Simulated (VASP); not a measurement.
Runs of VASP 6.6.1 on Zr2PdO6. The structure is that of space group Fm-3m (No. 225), or close to it. The cells are those of the table. 

| task | potentials or basis | cell | cutoff (eV) | second run | gap on the mesh (eV) | pressure (GPa) | largest force (eV/Å) |
| --- | --- | --- | --- | --- | --- | --- | --- |
| relaxation of cell and atoms | VASP PAW PBE potentials, release 64 (Zr_sv, Pd, O) | relaxed from a = 5.260 Å, angles 60.0°, 9 atoms | 600 | - | 0.19 | -0.2 | 0.02 |
| single point | VASP PAW PBE potentials, release 64 (Zr_sv, Pd, O) | a = 5.130 Å, angles 60.0°, 9 atoms | 520 | - | 0.19 | 0.0 | 0.03 |
| single point | VASP PAW PBE potentials, release 64 (Zr_sv, Pd, O) | a = 5.260 Å, angles 60.0°, 9 atoms | 520 | - | none | 69.3 | 19.62 |
| single point | VASP PAW PBE potentials, release 64 (Zr_sv, Pd_sv_GW, O) | a = 5.260 Å, angles 60.0°, 9 atoms | 600 | valence_matched | none | (b) | (a) |

Alike in all rows: level PBE; no spin polarisation; k mesh 4 × 4 × 4; smearing gaussian 0.1 eV.

Task: Fill in the values left out.

Result: (a) 20.81; (b) 74.6.

Caveats: some runs use coarse meshes; forces of over 1 eV/Å act on the atoms, so gaps and moduli don't describe the material at rest (some runs).

A k mesh can miss the band edges, and the runs leave out spin-orbit coupling on Pd, Zr.

A gap of «none» marks levels without a gap at the run's occupations.

The runs don't all hold the same shells in valence.
